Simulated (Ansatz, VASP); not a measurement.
One calculation of NaF, two programs

```xyz
2
Lattice="0.0000 2.2972 2.2449 2.2972 0.0000 2.2449 2.2972 2.2972 0.0000" Properties=species:S:1:pos:R:3 pbc="T T T"
Na    0.0000    0.0000    0.0000
F     2.2972    2.2972    2.2449
```

Change from the starting cell: uniaxial_z strain -2.3%.

Alike in both runs: task single point; functional r2SCAN; k mesh 10 × 10 × 10; no spin polarisation.

|  | VASP | Ansatz |
| --- | --- | --- |
| version | VASP 6.6.1 | Ansatz 0.2.0 |
| potentials or method | VASP PAW PBE potentials, release 64 (Na_pv, F) | plane waves, PAW |
| plane-wave cutoff (eV) | 520 | 500 |
| occupations | gaussian, width 0.01 eV | fixed |
| valence electrons in the cell | 14 | 16 |

|  | VASP | Ansatz | Ansatz less VASP |
| --- | --- | --- | --- |
| gap on the k mesh at the Fermi level (eV) | 7.45 | 7.41 | -0.040 |
| pressure (GPa) | 0.6 | 1.4 | +0.76 |
| traceless stress, the component that is largest in VASP (GPa) | 1.85 | 1.75 | -0.106 |

VASP's potentials were made for PBE, not for r2SCAN. VASP's potentials hold 14 valence electrons a cell and Ansatz's 16, so a difference there can come from the potentials and not from the codes.
